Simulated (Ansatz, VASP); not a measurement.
## ZrN: VASP beside Ansatz

```xyz
24
Lattice="6.4476 0.0000 0.0000 0.0000 6.4476 0.0000 0.0000 0.0000 22.5591" Properties=species:S:1:pos:R:3 pbc="T T T"
Zr    1.6119    1.6119    8.0000
Zr    1.6119    4.8357    8.0000
Zr    4.8357    1.6119    8.0000
Zr    4.8357    4.8357    8.0000
Zr    3.2314    3.2163   10.2483
Zr    3.2314    0.0077   10.2483
Zr   -0.0077    3.2163   10.2483
Zr   -0.0077    0.0077   10.2482
Zr    4.8357    4.8357   12.3944
Zr    4.8356    1.6119   12.4696
Zr    1.6119    4.8357   12.3947
Zr    1.6118    1.6119   12.3944
N     3.2238    3.2238    8.0000
N     3.2238    0.0000    8.0000
N     0.0000    3.2238    8.0000
N     0.0000    0.0000    8.0000
N     4.8357    4.8358   10.2092
N     4.8356    1.6120   10.1550
N     1.6119    4.8357   10.1960
N     1.6119    1.6120   10.2092
N     0.0127   -0.0129   12.5811
N     0.0128    3.2367   12.5811
N     3.2109   -0.0127   12.5810
N     3.2109    3.2366   12.5809
```

Alike in both runs: task single point; functional PBE; dispersion D3(BJ); k mesh 3 × 3 × 1; occupations gaussian, width 0.1 eV; no spin polarisation.

|  | VASP | Ansatz |
| --- | --- | --- |
| version | VASP 6.6.1 | Ansatz 0.2.0 |
| potentials or method | VASP PAW PBE potentials, release 64 (Zr_sv, N), cutoff 520 eV | scalar-relativistic, plane waves, PAW |
| valence electrons in the cell | 204 | 204 |

|  | VASP | Ansatz | Ansatz less VASP |
| --- | --- | --- | --- |
| gap on the k mesh at the Fermi level (eV) | 0.11 | 0.11 | 0.000 |
| least direct gap on the mesh (eV) | 0.11 | 0.11 | 0.000 |
| rms of the force components (eV/Å) | 0.431 | 0.431 | +0.0003 |

Ansatz's warnings: near symmetry operation missed by atoms, structure snapped to symmetry.
